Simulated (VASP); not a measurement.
Set up this calculation in VASP 6.6.1, as the native input.

* Task: single point
* Functional: PBE
* Potentials or basis: VASP PAW PBE potentials, release 64 (Ta_pv, C)
* Cutoff: 600 eV
* k mesh: 8 × 8 × 8
* Occupations: gaussian, width 0.1 eV
* Spin: no spin polarisation
* Dipole correction: no
* Further INCAR settings: ALGO = Normal; EDIFF = 1e-06; NBANDS = 14

The structure of TaC lies in POSCAR:

```
TaC
1.0
    0.0000000000      2.2381675908      2.2381675908
    2.2381675908      0.0000000000      2.2381675908
    2.2381675908      2.2381675908      0.0000000000
Ta C
1 1
Direct
    0.0000000000      0.0000000000      0.0000000000
    0.5000000000      0.5000000000      0.5000000000
```

These files were run (other wordings do the same):

INCAR

```
SYSTEM = TaC
PREC = Accurate ; ENCUT = 600
EDIFF = 1E-6 ; ISMEAR = 0
SIGMA = 0.1 ; LREAL = .FALSE.
LASPH = .TRUE. ; NELM = 120
ALGO = Normal ; ISIF = 2
LWAVE = .FALSE. ; LCHARG = .FALSE.
GGA = PE ; NBANDS = 14
GGA_COMPAT = .FALSE.
```

KPOINTS

```
Automatic mesh
0
G
  8 8 8
  0 0 0
```

Potentials or basis: VASP PAW PBE potentials, release 64 (Ta_pv, C).

Launch:

```console
$ cat potpaw_PBE.64/Ta_pv/POTCAR potpaw_PBE.64/C/POTCAR > POTCAR
$ mpirun -np 1 vasp_std > vasp.out
```

Results of the run:

```
Pressure               : 0.4 GPa
Band gap on the k mesh : zero (an odd number of electrons rules out a gap without spin polarisation)
```

Caveat: spin-orbit coupling is left out, which moves the levels of the heavy elements.

Wall time 13 s on 1 thread of Intel(R) Xeon(R) Platinum 8259CL CPU @ 2.50GHz (Skylake/Cascade Lake), with other jobs on the host, peak memory 0.16 GiB.
